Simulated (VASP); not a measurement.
Here is a VASP 6.6.1 calculation.

File INCAR:

```
PREC     = Accurate       # precision mode
ENCUT    = 520            # plane-wave cutoff, eV
EDIFF    = 1E-6           # SCF threshold, eV
ISMEAR   = -1             # smearing method
SIGMA    = 0.05           # smearing width, eV
LREAL    = F              # projectors in reciprocal space
LASPH    = T              # aspherical terms in the spheres
NELM     = 150            # most SCF steps
ALGO     = Fast           # electronic algorithm
ISIF     = 2              # what is computed and relaxed
LWAVE    = F              # write WAVECAR
LCHARG   = F              # write CHGCAR
ISPIN    = 2              # spin polarisation
MAGMOM   = 1 1 1 0        # initial moments
LORBIT   = 11             # projections on sites
LMAXMIX  = 4              # l up to which the mixer works
NBANDS   = 28             # bands
```

File KPOINTS:

```
Automatic mesh
0
Gamma
  8 8 8
```

File POSCAR:

```
AlNi3
1.0
    3.4511354705      0.0000000000      0.0000000000
    0.0000000000      3.4511354705      0.0000000000
    0.0000000000      0.0000000000      3.4511354705
Ni Al
3 1
Direct
    0.5000000000      0.5000000000      0.0000000000
    0.5000000000      0.0000000000      0.5000000000
    0.0000000000      0.5000000000      0.5000000000
    0.0000000000      0.0000000000      0.0000000000
```

Potentials or basis: VASP PAW LDA potentials, release 64 (Ni, Al).

Launch:

```bash
$ cat potpaw_LDA.64/Ni/POTCAR potpaw_LDA.64/Al/POTCAR > POTCAR
$ mpirun -np 1 vasp_std > vasp.out
```

Q: Estimate the site moments.

A: Ni +0.06; Al -0.00 μB.

Q: Predict the pressure.

A: 6.1 GPa.

Q: What does it give for the net moment?

A: 0.17 μB per cell.
